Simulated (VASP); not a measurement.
# W (R3m) in VASP: a series of runs

Runs on W. Level: PBEsol. Tasks: single point.

Everything below comes from runs of VASP 6.6.1. Logs are shortened: lines on timing, memory, paths and dates and some standing lists are left out, and cuts for length are marked.

## (1) The cell of the first run

It takes space group R3m (No. 160, trigonal). Conventional cell: a = 5.742 Å, b = 5.742 Å, c = 14.064 Å, α = 90.00°, β = 90.00°, γ = 120.00°. Within 3.7 Å of W (site symmetry 3m) lie 12 W at 2.77 to 2.97 Å. W (site symmetry m) has 12 W at 2.77 to 2.97 Å within 3.7 Å. Within 3.8 Å of W (site symmetry m) lie 12 W at 2.87 Å. Within 3.8 Å of W (site symmetry 3m) lie 12 W at 2.87 Å.

## (2) Single point, PBEsol (atom 1 (W) moved -0.120 Å along Cartesian [1 1 1])

Input file INCAR:

```
PREC = Accurate
ENCUT = 520
EDIFF = 1E-6
ISMEAR = 0
SIGMA = 0.15
LREAL = F
LASPH = T
NELM = 60
ALGO = Fast
ISIF = 2
LWAVE = F
LCHARG = F
GGA = PS
NBANDS = 66
```

Input file KPOINTS:

```
regular mesh
0
Gamma
  10 10 10
```

Input file POSCAR:

```
W
1.0
    0.0000000000      4.0600000000      4.0600000000
    4.0600000000      0.0000000000      4.0600000000
    4.0600000000      4.0600000000      0.0000000000
W
8
Direct
   -0.0085322700     -0.0085322700     -0.0085322700
    0.0000000000      0.0000000000      0.5000000000
    0.0000000000      0.5000000000      0.0000000000
    0.0000000000      0.5000000000      0.5000000000
    0.5000000000      0.0000000000      0.0000000000
    0.5000000000      0.0000000000      0.5000000000
    0.5000000000      0.5000000000      0.0000000000
    0.5000000000      0.5000000000      0.5000000000
```

Potentials or basis: VASP PAW PBE potentials, release 64 (W_sv).

Started as:

```sh
$ cat potpaw_PBE.64/W_sv/POTCAR > POTCAR
$ mpirun -np 1 vasp_std > vasp.out
```

OUTCAR:

```text
PREC = Accurate
   ENCUT = 520
   EDIFF = 1E-6
   ISMEAR = 0
   LREAL = F
   LASPH = T
   NELM = 60
   ISIF = 2
   GGA = PS

 ion  position               nearest neighbor table
   1  0.991  0.991  0.991-   2 2.77   3 2.77   5 2.77   7 2.87   4 2.87   6 2.87   6 2.87   7 2.87
                             4 2.87   2 2.97   5 2.97   3 2.97
   2  0.000  0.000  0.500-   1 2.77   4 2.87   6 2.87   3 2.87   5 2.87   3 2.87   4 2.87   8 2.87
                             5 2.87   6 2.87   8 2.87   1 2.97
   3  0.000  0.500  0.000-   1 2.77   4 2.87   7 2.87   2 2.87   4 2.87   8 2.87   2 2.87   5 2.87
                             5 2.87   7 2.87   8 2.87   1 2.97
   4  0.000  0.500  0.500-   2 2.87   3 2.87   8 2.87   3 2.87   7 2.87   2 2.87   6 2.87   6 2.87
                             7 2.87   8 2.87   1 2.87   1 2.87
   5  0.500  0.000  0.000-   1 2.77   6 2.87   7 2.87   2 2.87   6 2.87   8 2.87   3 2.87   7 2.87
                             8 2.87   2 2.87   3 2.87   1 2.97
   6  0.500  0.000  0.500-   2 2.87   5 2.87   8 2.87   5 2.87   7 2.87   4 2.87   7 2.87   8 2.87
                             2 2.87   4 2.87   1 2.87   1 2.87
   7  0.500  0.500  0.000-   3 2.87   5 2.87   8 2.87   4 2.87   6 2.87   8 2.87   5 2.87   6 2.87
                             3 2.87   4 2.87   1 2.87   1 2.87
   8  0.500  0.500  0.500-   4 2.87   6 2.87   7 2.87   3 2.87   5 2.87   7 2.87   2 2.87   5 2.87
                             6 2.87   2 2.87   3 2.87   4 2.87

  LATTYP: Found a face centered cubic cell.
 ALAT       =     8.1200000000

  Lattice vectors:

 A1 = (   0.0000000000,   4.0600000000,   4.0600000000)
 A2 = (   4.0600000000,   0.0000000000,   4.0600000000)
 A3 = (   4.0600000000,   4.0600000000,   0.0000000000)

Analysis of symmetry for initial positions (statically):
=====================================================================
 Subroutine PRICEL returns:
 Original cell was already a primitive cell.

 Routine SETGRP: Setting up the symmetry group for a
 face centered cubic supercell.

 Subroutine GETGRP returns: Found  6 space group operations
 (whereof  6 operations were pure point group operations)
 out of a pool of 48 trial point group operations.

The static configuration has the point symmetry C_3v.

Analysis of symmetry for dynamics (positions and initial velocities):
=====================================================================
 Subroutine PRICEL returns:
 Original cell was already a primitive cell.

 Routine SETGRP: Setting up the symmetry group for a
 face centered cubic supercell.

 Subroutine GETGRP returns: Found  6 space group operations
 (whereof  6 operations were pure point group operations)
 out of a pool of 48 trial point group operations.

The dynamic configuration has the point symmetry C_3v.

 Subroutine INISYM returns: Found  6 space group operations
[... 117 lines left out ...]
   POTIM  = 0.5000    time-step for ionic-motion
   TEBEG  =    0.0;   TEEND  =   0.0 temperature during run
   PSTRESS=    0.0 pullay stress
   NELECT =     112.0000    total number of electrons
   NUPDOWN=      -1.0000    fix difference up-down
   EMIN   =  10.00;   EMAX   =-10.00  energy-range for DOS
   EFERMI =   0.00;   METHOD = LEGACY
   ISMEAR =     0;   SIGMA  =   0.15  broadening in eV -4-tet -1-fermi 0-gaus
   EFERMI_NEDOS =   21; number of points for ismear=-14 and -15
   IALGO  =     68    algorithm
   IMIX   =      4    mixing-type and parameters
     AMIX     =   0.40;   BMIX     =  1.00
     AMIX_MAG =   1.60;   BMIX_MAG =  1.00
  volume/ion in A,a.u.               =      16.73       112.91
  Fermi-wavevector in a.u.,A,eV,Ry     =   1.542688  2.915258 32.380324  2.379887
  Thomas-Fermi vector in A             =   2.648457
   LORBIT       =      0    0 simple, 1 ext, 2 COOP (PROOUT), +10 PAW based schemes
   GGA     = PS    functional components
   LHFCALC =     F    Hartree Fock is set to
   AEXX    =    0.0000 exact exchange contribution
   IVDW    =     0    specifies the selected vdW correction
   LEPSILON=     F    determine dielectric tensor
   LRPA    =     F    only Hartree local field effects (RPA)
 non-spin polarized calculation
 RMM-DIIS sequential band-by-band and
 Gauss-broadening in eV      SIGMA  =   0.15
  energy-cutoff  :      520.00
  volume of cell :      133.85
 maximum number of plane-waves:      3647
 NGX is ok and might be reduce to    48
   NGX = 21   NGY = 21   NGZ = 21

 number of electron     112.0000013 magnetization

 Free energy of the ion-electron system (eV)
  ---------------------------------------------------
  ext. energy  EPLUGINS =         0.00000000
  ---------------------------------------------------
  free energy    TOTEN  =      -106.23154475 eV

  energy without entropy =     -106.10586923  energy(sigma->0) =     -106.16870699

 E-fermi :  10.0551     XC(G=0): -13.4472

 val. band max:       10.0541789754   @ k =   0.1000   0.1000   0.4000
 cond. band min:      10.0551371891   @ k =   0.3000   0.3000   0.0000
 fundamental gap:      0.0009582138
 Fermi energy:        10.0550979555

 k-point     1 :       0.0000    0.0000    0.0000
  band No.  band energies     occupation
      1     -63.6128      2.00000
      2     -63.5161      2.00000
      3     -63.5159      2.00000
      4     -63.5159      2.00000
      5     -63.5092      2.00000
      6     -63.4834      2.00000
[... 1645 lines left out ...]
     65      12.1440      0.00000
     66      12.3517      0.00000

 [... further k-points ...]
[... 5 lines left out ...]
  --------------------------------------------------------------------------------------
  -------------------------------------------------------------------------------------
  Total       -9.7973322     -9.7973322     -9.7973322     -0.3412292     -0.3412292     -0.3412292
  in kB     -117.2763170   -117.2763170   -117.2763170     -4.0845923     -4.0845923     -4.0845923
  external PRESSURE =    -117.2763170 kB  Pullay stress =       0.0000000 kB

 VOLUME and BASIS-vectors are now :
 -----------------------------------------------------------------------------
  energy-cutoff  :      520.00
  volume of cell :      133.85
      direct lattice vectors                 reciprocal lattice vectors
     0.000000000  4.060000000  4.060000000    -0.123152709  0.123152709  0.123152709
     4.060000000  0.000000000  4.060000000     0.123152709 -0.123152709  0.123152709
     4.060000000  4.060000000  0.000000000     0.123152709  0.123152709 -0.123152709

 POSITION                                       TOTAL-FORCE (eV/Angst)
 -----------------------------------------------------------------------------------
      8.05072      8.05072      8.05072         0.613573      0.613573      0.613573
      2.03000      2.03000      0.00000        -0.570762     -0.570762      0.144965
      2.03000      0.00000      2.03000        -0.570762      0.144965     -0.570762
      4.06000      2.03000      2.03000         0.139475      0.134564      0.134564
      0.00000      2.03000      2.03000         0.144965     -0.570762     -0.570762
      2.03000      4.06000      2.03000         0.134564      0.139475      0.134564
      2.03000      2.03000      4.06000         0.134564      0.134564      0.139475
      4.06000      4.06000      4.06000        -0.025618     -0.025618     -0.025618
 -----------------------------------------------------------------------------------
    total drift:                                0.000003      0.000003      0.000003

  FREE ENERGIE OF THE ION-ELECTRON SYSTEM (eV)
  ---------------------------------------------------
  free  energy   TOTEN  =      -106.2315447497 eV

  energy  without entropy=     -106.1058692346  energy(sigma->0) =     -106.16870699
```

OSZICAR:

```text
N       E                     dE             d eps       ncg     rms          rms(c)
DAV:   1     0.158893770729E+04    0.15889E+04   -0.63430E+04 15336   0.199E+03
DAV:   2     0.365700492000E+01   -0.15853E+04   -0.15499E+04 15344   0.655E+02
DAV:   3    -0.106326653149E+03   -0.10998E+03   -0.10164E+03 17744   0.154E+02
DAV:   4    -0.111768147221E+03   -0.54415E+01   -0.51473E+01 18386   0.283E+01
DAV:   5    -0.111946198908E+03   -0.17805E+00   -0.17597E+00 18616   0.479E+00    0.538E+01
RMM:   6    -0.107318293882E+03    0.46279E+01   -0.62911E+00 15870   0.119E+01    0.212E+01
RMM:   7    -0.106216904197E+03    0.11014E+01   -0.51590E+00 16780   0.967E+00    0.221E+00
RMM:   8    -0.106229669874E+03   -0.12766E-01   -0.51437E-01 19830   0.235E+00    0.680E-01
RMM:   9    -0.106230279060E+03   -0.60919E-03   -0.96015E-02 20562   0.108E+00    0.256E-01
RMM:  10    -0.106231285652E+03   -0.10066E-02   -0.17422E-02 21564   0.470E-01    0.111E-01
RMM:  11    -0.106231558394E+03   -0.27274E-03   -0.32561E-03 22778   0.226E-01    0.461E-02
RMM:  12    -0.106231538419E+03    0.19975E-04   -0.47781E-04 20357   0.908E-02    0.281E-02
RMM:  13    -0.106231539325E+03   -0.90607E-06   -0.15358E-04 19960   0.524E-02    0.119E-02
RMM:  14    -0.106231543581E+03   -0.42563E-05   -0.42944E-05 21670   0.274E-02    0.270E-03
RMM:  15    -0.106231544818E+03   -0.12369E-05   -0.81356E-06 14727   0.112E-02    0.129E-03
RMM:  16    -0.106231544750E+03    0.68465E-07   -0.19644E-06 11115   0.551E-03
   1 F= -.10623154E+03 E0= -.10616871E+03  d E =-.125676E+00
```

stdout:

```text
POSCAR found type information on POSCAR W
 POSCAR found :  1 types and       8 ions
 scaLAPACK will be used
 -----------------------------------------------------------------------------
|                                                                             |
|                                                                             |
|     You enforced a specific xc type in the INCAR file but a different       |
|     I HOPE YOU KNOW WHAT YOU ARE DOING!                                     |
|                                                                             |
 -----------------------------------------------------------------------------

 LDA part: xc-table for (Slater+PW92), standard interpolation
 POSCAR, INCAR and KPOINTS ok, starting setup
 FFT: planning ... GRIDC
 FFT: planning ... GRID_SOFT
 FFT: planning ... GRID
 WAVECAR not read
 entering main loop
```

Wall time 33 min (1 thread of Oxide Virtual Turin-like, shared host); peak memory 0.75 GiB.

What came out:

```yaml
Free_energy: -106.2315 eV
Pressure: -11.7 GPa
Largest_force: 1.063 eV/Å
Band_gap_on_the_k_mesh: zero (bands 56 and 57 overlap by 0.79 eV)
```

Forces on the atoms (eV/Å):
```
W    0.614  0.614  0.614
W   -0.571 -0.571  0.145
W   -0.571  0.145 -0.571
W    0.139  0.135  0.135
W    0.145 -0.571 -0.571
W    0.135  0.139  0.135
W    0.135  0.135  0.139
W   -0.026 -0.026 -0.026
```

Stress tensor (GPa, compression positive):
```
-11.73  -0.41  -0.41
 -0.41 -11.73  -0.41
 -0.41  -0.41 -11.73
```

Caveat: the cell differs from its parent crystal (atom 1 (W) moved -0.120 Å along Cartesian [1 1 1]); the cell stands under tension; the PAW data sets were made with another functional, which shifts forces and pressure a little; spin-orbit coupling is left out, which moves the levels of the heavy elements.

(Continued in part 2 of 2.)
